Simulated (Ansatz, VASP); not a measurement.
**KF: VASP beside Ansatz**

Contents of INCAR:

```
SYSTEM = KF
  PREC = Accurate
  ENCUT = 520
  EDIFF = 1E-6
  ISMEAR = 0
  SIGMA = 0.05
  LREAL = .False.
  LASPH = .True.
  NELM = 80
  ALGO = Normal
  ISIF = 2
  LWAVE = .False.
  LCHARG = .False.
  GGA = PE
  NBANDS = 15
```

KPOINTS

```
regular mesh
0
Gamma
  8 8 8
  0 0 0
```

Contents of POSCAR:

```
KF
1.0
    3.6582374591      0.0000000000      0.0000000000
    0.0000000000      3.6582374591      0.0000000000
    0.0000000000      0.0000000000      2.5863738836
K F
1 1
Direct
    0.0000000000      0.0000000000      0.0000000000
    0.5000000000      0.5000000000      0.5000000000
```

Input for Ansatz:

```yaml
crystal:
  lattice:
    - [3.6582374591, 0.0, 0.0]
    - [0.0, 3.6582374591, 0.0]
    - [0.0, 0.0, 2.5863738836]
  atoms:
    - { symbol: K, position: [0.0, 0.0, 0.0] }
    - { symbol: F, position: [0.5, 0.5, 0.5] }
basis:
  ecutwfc: 420
kpoints:
  mp_grid: { grid: [8, 8, 8] }
hamiltonian:
  xc: pbe
scf:
  occupations: { method: gaussian, width: 0.05 }
output:
  forces: true
  stress: true
  eigenvalues: true
```

Alike in both runs: task single point; functional PBE; k mesh 8 × 8 × 8; occupations gaussian, width 0.05 eV; no spin polarisation.

|  | VASP | Ansatz |
| --- | --- | --- |
| version | VASP 6.6.1 | Ansatz 0.2.0 |
| potentials or method | VASP PAW PBE potentials, release 64 (K_sv, F), cutoff 520 eV | scalar-relativistic, plane waves, PAW |
| valence electrons in the cell | 16 | 16 |

```tsv
	VASP	Ansatz	Ansatz less VASP
gap on the k mesh at the Fermi level (eV)	4.48	4.49	+0.018
least direct gap on the mesh (eV)	4.49	4.51	+0.018
pressure (GPa)	3.1	3.0	-0.12
traceless stress, the component that is largest in VASP (GPa)	26.56	26.22	-0.340
```
